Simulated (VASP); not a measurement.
# MoS2 in VASP: further runs, part 2 of 3

VASP 6.6.1. Earlier steps stand in the parts before.

## (3) Single point, PBEsol

This run uses another cell than the first one, of 16.64 Å³/atom.

File INCAR:

```
PREC     = Accurate       # precision mode
ENCUT    = 520            # plane-wave cutoff, eV
EDIFF    = 1E-6           # SCF threshold, eV
ISMEAR   = 0              # smearing method
SIGMA    = 0.02           # smearing width, eV
LREAL    = False          # projectors in reciprocal space
LASPH    = True           # aspherical terms in the spheres
NELM     = 100            # most SCF steps
ALGO     = Normal         # electronic algorithm
ISIF     = 2              # what is computed and relaxed
LWAVE    = False          # write WAVECAR
LCHARG   = True           # write CHGCAR
GGA      = PS             # functional
LELF     = True           # ELF
LVHAR    = True         
NBANDS   = 35             # bands
```

File KPOINTS:

```
regular mesh
0
Gamma
  12 12 2
```

File POSCAR:

```
MoS2
1.0
    3.1166387143      0.0000000000      0.0000000000
   -1.5583193571      2.6990883010      0.0000000000
    0.0000000000      0.0000000000     11.8661449556
Mo S
2 4
Direct
    0.6666666667      0.3333333333      0.2500604091
    0.3333333333      0.6666666667      0.7499395909
    0.3333333333      0.6666666667      0.3817201158
    0.6666666667      0.3333333333      0.8816001519
    0.3333333333      0.6666666667      0.1183998481
    0.6666666667      0.3333333333      0.6182798842
```

Potentials or basis: VASP PAW PBE potentials, release 64 (Mo_sv, S).

The run is started by

```sh
$ cat potpaw_PBE.64/Mo_sv/POTCAR potpaw_PBE.64/S/POTCAR > POTCAR
$ mpirun -np 1 vasp_std > vasp.out
```

OUTCAR:

```text
PREC = Accurate
   ENCUT = 520
   EDIFF = 1E-6
   ISMEAR = 0
   LREAL = False
   LASPH = True
   NELM = 100
   ISIF = 2
   GGA = PS

 ion  position               nearest neighbor table
   1  0.667  0.333  0.250-   3 2.38   3 2.38   3 2.38   5 2.38   5 2.38   5 2.38
   2  0.333  0.667  0.750-   6 2.38   6 2.38   6 2.38   4 2.38   4 2.38   4 2.38
   3  0.333  0.667  0.382-   1 2.38   1 2.38   1 2.38
   4  0.667  0.333  0.882-   2 2.38   2 2.38   2 2.38
   5  0.333  0.667  0.118-   1 2.38   1 2.38   1 2.38
   6  0.667  0.333  0.618-   2 2.38   2 2.38   2 2.38

  LATTYP: Found a hexagonal cell.
 ALAT       =     3.1166387143
 C/A-ratio  =     3.8073533840

  Lattice vectors:

 A1 = (   3.1166387143,   0.0000000000,   0.0000000000)
 A2 = (  -1.5583193571,   2.6990883010,   0.0000000000)
 A3 = (   0.0000000000,   0.0000000000,  11.8661449556)

Analysis of symmetry for initial positions (statically):
=====================================================================
 Subroutine PRICEL returns:
 Original cell was already a primitive cell.

[... 181 lines left out ...]
 cond. band min:       9.1123108821   @ k =   0.1667   0.1667   0.0000
 fundamental gap:      0.6531922279
 Fermi energy:         8.7448099903

 k-point     1 :       0.0000    0.0000    0.0000
  band No.  band energies     occupation
      1     -53.0160      2.00000
      2     -53.0160      2.00000
      3     -27.2462      2.00000
      4     -27.2460      2.00000
      5     -26.9538      2.00000
      6     -26.9538      2.00000
[... 901 lines left out ...]
     34      11.9583      0.00000
     35      14.8872      0.00000

 [... further k-points ...]

------------------------ aborting loop because EDIFF is reached ----------------------------------------

  FORCE on cell =-STRESS in cart. coord.  units (eV):
  Direction    XX          YY          ZZ          XY          YZ          ZX
  --------------------------------------------------------------------------------------
  -------------------------------------------------------------------------------------
  Total        1.8569401      1.8569401      1.8179597      0.0000000      0.0000000      0.0000000
  in kB       29.8054221     29.8054221     29.1797536      0.0000000      0.0000000      0.0000000
  external PRESSURE =      29.5968659 kB  Pullay stress =       0.0000000 kB

 VOLUME and BASIS-vectors are now :
 -----------------------------------------------------------------------------
  energy-cutoff  :      520.00
  volume of cell :       99.82
      direct lattice vectors                 reciprocal lattice vectors
     3.116638714  0.000000000  0.000000000     0.320858493  0.185247737  0.000000000
    -1.558319357  2.699088301  0.000000000     0.000000000  0.370495474  0.000000000
     0.000000000  0.000000000 11.866144956     0.000000000  0.000000000  0.084273368

 POSITION                                       TOTAL-FORCE (eV/Angst)
 -----------------------------------------------------------------------------------
      1.55832      0.89970      2.96725         0.000000      0.000000     -0.000847
     -0.00000      1.79939      8.89889         0.000000      0.000000      0.000847
     -0.00000      1.79939      4.52955         0.000000     -0.000000     -0.002193
      1.55832      0.89970     10.46120        -0.000000     -0.000000     -0.000864
     -0.00000      1.79939      1.40495        -0.000000      0.000000      0.000864
      1.55832      0.89970      7.33660        -0.000000      0.000000      0.002193
 -----------------------------------------------------------------------------------
    total drift:                                0.000000     -0.000000     -0.000000

  FREE ENERGIE OF THE ION-ELECTRON SYSTEM (eV)
  ---------------------------------------------------
  free  energy   TOTEN  =       -46.8455480132 eV

  energy  without entropy=      -46.8455480132  energy(sigma->0) =      -46.84554801
```

OSZICAR:

```text
N       E                     dE             d eps       ncg     rms          rms(c)
DAV:   1     0.447938323751E+03    0.44794E+03   -0.29421E+04  2884   0.143E+03
DAV:   2    -0.265485669081E+02   -0.47449E+03   -0.45977E+03  3174   0.375E+02
DAV:   3    -0.491924314936E+02   -0.22644E+02   -0.22196E+02  3172   0.750E+01
DAV:   4    -0.496329852289E+02   -0.44055E+00   -0.43943E+00  3143   0.106E+01
DAV:   5    -0.496403912017E+02   -0.74060E-02   -0.74049E-02  3137   0.139E+00    0.380E+01
DAV:   6    -0.475213410850E+02    0.21191E+01   -0.10768E+01  2895   0.213E+01    0.128E+01
DAV:   7    -0.472249246360E+02    0.29642E+00   -0.50894E+00  2837   0.137E+01    0.859E+00
DAV:   8    -0.468456769891E+02    0.37925E+00   -0.88851E-01  2832   0.632E+00    0.317E+00
DAV:   9    -0.468545862746E+02   -0.89093E-02   -0.10445E-01  3107   0.159E+00    0.141E+00
DAV:  10    -0.468456629496E+02    0.89233E-02   -0.36470E-02  2903   0.128E+00    0.374E-01
DAV:  11    -0.468456610503E+02    0.18993E-05   -0.19568E-03  2928   0.252E-01    0.153E-01
DAV:  12    -0.468455584578E+02    0.10259E-03   -0.22066E-04  2959   0.778E-02    0.106E-01
DAV:  13    -0.468455479151E+02    0.10543E-04   -0.14817E-04  2999   0.599E-02    0.153E-02
DAV:  14    -0.468455479601E+02   -0.45041E-07   -0.10961E-05  2563   0.184E-02    0.261E-02
DAV:  15    -0.468455480132E+02   -0.53103E-07   -0.95794E-07  1731   0.536E-03
   1 F= -.46845548E+02 E0= -.46845548E+02  d E =-.945744E-93
```

stdout:

```text
POSCAR found type information on POSCAR MoS
 POSCAR found :  2 types and       6 ions
 scaLAPACK will be used
 -----------------------------------------------------------------------------
|                                                                             |
|                                                                             |
|     You enforced a specific xc type in the INCAR file but a different       |
|     I HOPE YOU KNOW WHAT YOU ARE DOING!                                     |
|                                                                             |
 -----------------------------------------------------------------------------

 LDA part: xc-table for (Slater+PW92), standard interpolation
 POSCAR, INCAR and KPOINTS ok, starting setup
 FFT: planning ... GRIDC
 FFT: planning ... GRID_SOFT
 FFT: planning ... GRID
 WAVECAR not read
 entering main loop
```

It took 3.3 min on 1 thread of AMD EPYC 7R13, shared host; peak memory 0.24 GiB.

What came out:

```yaml
Free_energy: -46.8455 eV
Pressure: 3.0 GPa
Band_gap_on_the_k_mesh: 0.65 eV (least direct gap 1.78 eV)
```

Forces on the atoms (eV/Å):
```
Mo   0.000  0.000 -0.001
Mo   0.000  0.000  0.001
S    0.000  0.000 -0.002
S    0.000  0.000 -0.001
S    0.000  0.000  0.001
S    0.000  0.000  0.002
```

Caveat: the PAW data sets were made with another functional, which shifts forces and pressure a little. A k mesh can miss the band edges.

## (4) Single point, PBEsol

This run uses another cell than the first one, of 15.67 Å³/atom.

File INCAR:

```
ALGO     = Normal         # electronic algorithm
EDIFF    = 1E-7           # SCF threshold, eV
ENCUT    = 520            # plane-wave cutoff, eV
GGA      = PS             # functional
ISIF     = 2              # what is computed and relaxed
ISMEAR   = 0              # smearing method
LASPH    = T              # aspherical terms in the spheres
LCHARG   = F              # write CHGCAR
LREAL    = F              # projectors in reciprocal space
LWAVE    = F              # write WAVECAR
NBANDS   = 35             # bands
NELM     = 80             # most SCF steps
PREC     = Accurate       # precision mode
SIGMA    = 0.02           # smearing width, eV
```

File KPOINTS:

```
k-points
0
Gamma
  12 12 4
```

File POSCAR:

```
MoS2
1.0
    3.0808465594      0.0000000000      0.0000000000
   -1.5404232797      2.6680913856      0.0000000000
    0.0000000000      0.0000000000     11.4358767990
Mo S
2 4
Direct
    0.6666666667      0.3333333333      0.2499983751
    0.3333333333      0.6666666667      0.7500016249
    0.3333333333      0.6666666667      0.3869421018
    0.6666666667      0.3333333333      0.8869486069
    0.3333333333      0.6666666667      0.1130513931
    0.6666666667      0.3333333333      0.6130578982
```

Potentials or basis: VASP PAW PBE potentials, release 64 (Mo_sv, S).

The run is started by

```sh
$ cat potpaw_PBE.64/Mo_sv/POTCAR potpaw_PBE.64/S/POTCAR > POTCAR
$ mpirun -np 1 vasp_std > vasp.out
```

OUTCAR:

```text
EDIFF = 1E-7
   ENCUT = 520
   GGA = PS
   ISIF = 2
   ISMEAR = 0
   LASPH = T
   LREAL = F
   NELM = 80
   PREC = Accurate

 ion  position               nearest neighbor table
   1  0.667  0.333  0.250-   3 2.37   3 2.37   3 2.37   5 2.37   5 2.37   5 2.37
   2  0.333  0.667  0.750-   6 2.37   6 2.37   6 2.37   4 2.37   4 2.37   4 2.37
   3  0.333  0.667  0.387-   1 2.37   1 2.37   1 2.37
   4  0.667  0.333  0.887-   2 2.37   2 2.37   2 2.37
   5  0.333  0.667  0.113-   1 2.37   1 2.37   1 2.37
[... 1123 lines left out ...]
  -------------------------------------------------------------------------------------
  Total        4.7001692      4.7001692      4.7057874     -0.0000000      0.0000000      0.0000000
  in kB       80.1094653     80.1094653     80.2052218     -0.0000000      0.0000000      0.0000000
  external PRESSURE =      80.1413841 kB  Pullay stress =       0.0000000 kB

 VOLUME and BASIS-vectors are now :
 -----------------------------------------------------------------------------
  energy-cutoff  :      520.00
  volume of cell :       94.00
      direct lattice vectors                 reciprocal lattice vectors
     3.080846559  0.000000000  0.000000000     0.324586110  0.187399878  0.000000000
    -1.540423280  2.668091386  0.000000000     0.000000000  0.374799756  0.000000000
     0.000000000  0.000000000 11.435876799     0.000000000  0.000000000  0.087444104

 POSITION                                       TOTAL-FORCE (eV/Angst)
 -----------------------------------------------------------------------------------
      1.54042      0.88936      2.85895         0.000000     -0.000000      0.000000
     -0.00000      1.77873      8.57693         0.000000      0.000000      0.000000
     -0.00000      1.77873      4.42502         0.000000     -0.000000     -0.006482
      1.54042      0.88936     10.14303        -0.000000     -0.000000     -0.006482
     -0.00000      1.77873      1.29284         0.000000      0.000000      0.006482
      1.54042      0.88936      7.01085        -0.000000      0.000000      0.006482
 -----------------------------------------------------------------------------------
    total drift:                                0.000319      0.000553      0.000191

  FREE ENERGIE OF THE ION-ELECTRON SYSTEM (eV)
  ---------------------------------------------------
  free  energy   TOTEN  =       -46.6514531565 eV

  energy  without entropy=      -46.6514531565  energy(sigma->0) =      -46.65145316
```

OSZICAR:

```text
N       E                     dE             d eps       ncg     rms          rms(c)
DAV:   1     0.449915065692E+03    0.44992E+03   -0.29671E+04  4294   0.144E+03
DAV:   2    -0.263836226668E+02   -0.47630E+03   -0.46130E+03  4693   0.379E+02
DAV:   3    -0.489091457048E+02   -0.22526E+02   -0.22101E+02  4840   0.758E+01
[... 15 lines left out ...]
DAV:  19    -0.466514495867E+02   -0.36026E-05   -0.22444E-07  3791   0.346E-03    0.104E-03
DAV:  20    -0.466514516022E+02   -0.20155E-05   -0.12962E-07  3453   0.219E-03    0.182E-03
DAV:  21    -0.466514528319E+02   -0.12297E-05   -0.47051E-08  2472   0.134E-03    0.699E-04
DAV:  22    -0.466514531234E+02   -0.29153E-06   -0.20770E-08  2391   0.638E-04    0.422E-04
DAV:  23    -0.466514531565E+02   -0.33102E-07   -0.39481E-09  2382   0.283E-04
   1 F= -.46651453E+02 E0= -.46651453E+02  d E =-.502526E-22
```

stdout:

```text
POSCAR found type information on POSCAR MoS
 POSCAR found :  2 types and       6 ions
 scaLAPACK will be used
 -----------------------------------------------------------------------------
|                                                                             |
|                                                                             |
|     You enforced a specific xc type in the INCAR file but a different       |
|     I HOPE YOU KNOW WHAT YOU ARE DOING!                                     |
|                                                                             |
 -----------------------------------------------------------------------------

 LDA part: xc-table for (Slater+PW92), standard interpolation
 POSCAR, INCAR and KPOINTS ok, starting setup
 FFT: planning ... GRIDC
 FFT: planning ... GRID_SOFT
 FFT: planning ... GRID
 WAVECAR not read
 entering main loop
```

Wall time 7 min (1 thread of AMD EPYC 7R13, shared host); peak memory 0.27 GiB.

Results:

| Quantity | Value |
| --- | --- |
| Free energy | -46.6515 eV |
| Pressure | 8.0 GPa |
| Largest force | 0.006 eV/Å |
| Band gap on the k mesh | 0.38 eV (least direct gap 1.79 eV) |

Forces on the atoms (eV/Å):
```
Mo   0.000  0.000  0.000
Mo   0.000  0.000  0.000
S    0.000  0.000 -0.006
S    0.000  0.000 -0.006
S    0.000  0.000  0.006
S    0.000  0.000  0.006
```

Levels at points of the mesh, in eV from the valence-band top:
```
           k point  band 23  band 24  band 25  band 26  band 27  band 28  band 29  band 30
(0.00, 0.00, 0.00)    -2.30    -1.81    -0.83     0.00     1.99     1.99     2.04     2.04
(0.50, 0.00, 0.00)    -2.07    -1.89    -1.63    -1.54     1.61     1.71     1.85     2.41
(0.00, 0.00, 0.50)    -2.36    -2.36    -0.24    -0.23     1.97     1.97     1.98     1.98
(0.50, 0.00, 0.50)    -1.81    -1.81    -1.73    -1.73     1.65     1.65     2.17     2.17
```

Caveat: the cell stands under pressure; the PAW data sets were made with another functional, which shifts forces and pressure a little. A k mesh can miss the band edges.

(Continued in part 3 of 3.)
